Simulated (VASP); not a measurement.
Input of a VASP 6.6.1 run:

File INCAR:

```
SYSTEM = Li4Nb4O11
ALGO = Normal
EDIFF = 1E-7
ENCUT = 520
GGA = PS
ISIF = 2
ISMEAR = 0
LASPH = .TRUE.
LCHARG = .FALSE.
LREAL = Auto
LWAVE = .FALSE.
NBANDS = 80
NELECT = 128.0
NELM = 100
PREC = Accurate
SIGMA = 0.05
```

The input KPOINTS:

```
k-points
0
G
  4 4 4
  0 0 0
```

The input POSCAR:

```
Li4Nb4O11
1.0
    5.1950821957      0.0000000000      0.0000000000
    0.0000000000      2.9993821042     -4.7271664166
    0.0000000000      5.9987642083      4.7271664167
Li Nb O
4 4 11
Direct
    0.0000000000      0.2865432153      0.3567283924
    0.5000000000      0.7865432153      0.8567283924
    0.0000000000      0.7134567847      0.6432716076
    0.5000000000      0.2134567847      0.1432716076
    0.0000000000      0.7111568631      0.1444215685
    0.5000000000      0.2111568631      0.6444215685
    0.0000000000      0.2888431369      0.8555784315
    0.5000000000      0.7888431369      0.3555784315
    0.8020967884      0.0253128181      0.7589912829
    0.3020967884      0.5253128181      0.2589912829
    0.3273039138      0.1547135204      0.8883919851
    0.3705992977      0.8526167320      0.5862951967
    0.8705992977      0.3526167320      0.0862951967
    0.1979032116      0.9746871819      0.2410087171
    0.6979032116      0.4746871819      0.7410087171
    0.1726960862      0.3452864796      0.6116080149
    0.6915295370      0.6600485078      0.2263359982
    0.6294007023      0.1473832680      0.4137048033
    0.1294007023      0.6473832680      0.9137048033
```

Potentials or basis: VASP PAW PBE potentials, release 64 (Li_sv, Nb_sv, O).

The run is started by

```console
$ cat potpaw_PBE.64/Li_sv/POTCAR potpaw_PBE.64/Nb_sv/POTCAR potpaw_PBE.64/O/POTCAR > POTCAR
$ mpirun -np 1 vasp_std > vasp.out
```

**Question.** Predict the largest force.

**Answer.** 25.697 eV/Å.

Forces in eV/Å, atoms in the order of the input:
```
Li    0.362  -0.229   0.563
Li   -0.416  -0.891  -0.592
Li    0.462   0.799   0.460
Li   -0.375   0.274  -0.713
Nb   10.107  -4.879  -0.951
Nb   -0.783   1.191   0.693
Nb    0.158  -1.265  -0.019
Nb  -18.260  17.936  -2.292
O    -0.037   0.028   0.421
O    -4.034  -0.352  -0.329
O     0.239   0.047   0.155
O     0.549   0.412   1.375
O     0.795  -0.385   0.949
O     0.559  -0.095   0.566
O     0.164   0.033  -0.388
O    -0.066   0.023  -0.197
O    10.712 -12.141   0.580
O     0.706  -2.225  -0.302
O    -0.843   1.722   0.019
```

Caveat: the cell carries a net charge on a neutralising background, which shifts energy and pressure; the cell differs from its parent crystal (atom 17 moved 0.500 of the way to it and -0.600 Å across, host rigid); the PAW data sets were made with another functional, which shifts forces and pressure a little.
